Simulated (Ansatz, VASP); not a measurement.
One calculation of Sn2Te3Pt, two programs

```
Sn Te Pt
1.0
     3.79042    2.18840    3.57659
    -3.79042    2.18840    3.57659
     0.00000   -4.37680    3.57659
Sn Te Pt
2 3 1
Direct
  0.64395 0.64395 0.64395
  0.35605 0.35605 0.35605
  0.00000 0.50000 0.00000
  0.50000 0.00000 0.00000
  0.00000 0.00000 0.50000
  0.00000 0.00000 0.00000
```

Change from the starting cell: species swapped into the Er2Al3Co type (R-3m, No. 166).

Alike in both runs: functional PBE; k mesh 3 × 3 × 3; occupations gaussian, width 0.1 eV; no spin polarisation.

Ansatz relaxed the structure, and its values are those at the end. VASP's run is a single point on that final structure, the one shown.

```csv
,VASP,Ansatz
version,VASP 6.6.1,Ansatz 0.2.0
potentials or method,"VASP PAW PBE potentials, release 64 (Sn_d, Te, Pt), cutoff 520 eV","scalar-relativistic, plane waves, PAW"
valence electrons in the cell,56,94
```

```tsv
	VASP	Ansatz	Ansatz less VASP
gap on the k mesh at the Fermi level (eV)	none	none	-
pressure (GPa)	-0.1	0.0	+0.07
rms of the force components (eV/Å)	0.009	0.010	+0.0017
```

A gap of «none» marks a metal or a gap that the smearing closes. With one functional, cell and mesh, what is left measures potentials, basis and numerics. VASP's potentials hold 56 valence electrons a cell and Ansatz's 94, so a difference there can come from the potentials and not from the codes.

The k mesh is coarse, so the values compare programs but aren't converged. Neither program's run includes spin-orbit coupling.
